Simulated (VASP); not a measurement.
# VO2: single point with PBE

Crystal: VO2.

```
V O
1.0
     4.64806    0.00000    0.00000
     0.00000    4.64806    0.00000
     0.00000    0.00000    2.78998
V O
2 4
Cartesian
  0.0000 0.0000 0.0000
  2.3240 2.3240 1.3950
  1.3929 1.3929 0.0000
  0.9312 3.7169 1.3950
  3.2552 3.2552 0.0000
  3.7169 0.9312 1.3950
```

* Program: VASP 6.6.1
* Task: single point
* Functional: PBE
* Potentials or basis: VASP PAW PBE potentials, release 64 (V_sv, O)
* Cutoff: 600 eV
* k mesh: 6 × 6 × 10
* Occupations: gaussian, width 0.05 eV
* Spin: no spin polarisation

The pressure is -3.6 GPa. The largest force is 0.043 eV/Å and the band gap on the k mesh is zero (bands 25 and 26 overlap by 1.32 eV).

Forces in eV/Å, atoms in the order of the input:
```
V    0.000  0.000  0.000
V    0.000  0.000  0.000
O   -0.030 -0.030  0.000
O    0.030 -0.030  0.000
O    0.030  0.030  0.000
O   -0.030  0.030  0.000
```

Stress tensor (GPa, compression positive):
```
-3.77  0.00  0.00
 0.00 -3.77  0.00
 0.00  0.00 -3.23
```

Levels at points of the mesh, in eV from the Fermi level:
| k point | band 23 | band 24 | band 25 | band 26 | band 27 | band 28 |
| --- | --- | --- | --- | --- | --- | --- |
| (0.00, 0.00, 0.00) | -2.17 | -1.80 | -0.67 | -0.66 | 0.07 | 0.07 |
| (0.50, 0.00, 0.00) | -2.45 | -2.45 | -0.06 | -0.06 | 0.57 | 0.57 |
| (0.50, 0.50, 0.00) | -2.75 | -2.75 | -0.72 | -0.72 | 0.08 | 0.08 |
| (0.00, 0.00, 0.50) | -3.33 | -3.33 | 0.60 | 0.60 | 1.10 | 1.10 |
| (0.50, 0.00, 0.50) | -2.73 | -2.73 | -0.51 | -0.51 | 1.05 | 1.05 |
| (0.50, 0.50, 0.50) | -2.50 | -2.50 | 0.31 | 0.31 | 0.60 | 0.60 |

Wall time 3.3 min on 1 thread of Intel Xeon 8259CL, on a shared host, peak memory 0.26 GiB.

Caveat: the cell stands under tension; the run has no spin polarisation, though such a crystal can be magnetic; semilocal functionals often make such compounds metallic where correlation or magnetic order opens a gap, which also shifts bond lengths. With open d or f shells a metallic result of PBE can be an artefact of self-interaction; +U or a hybrid may open a gap.
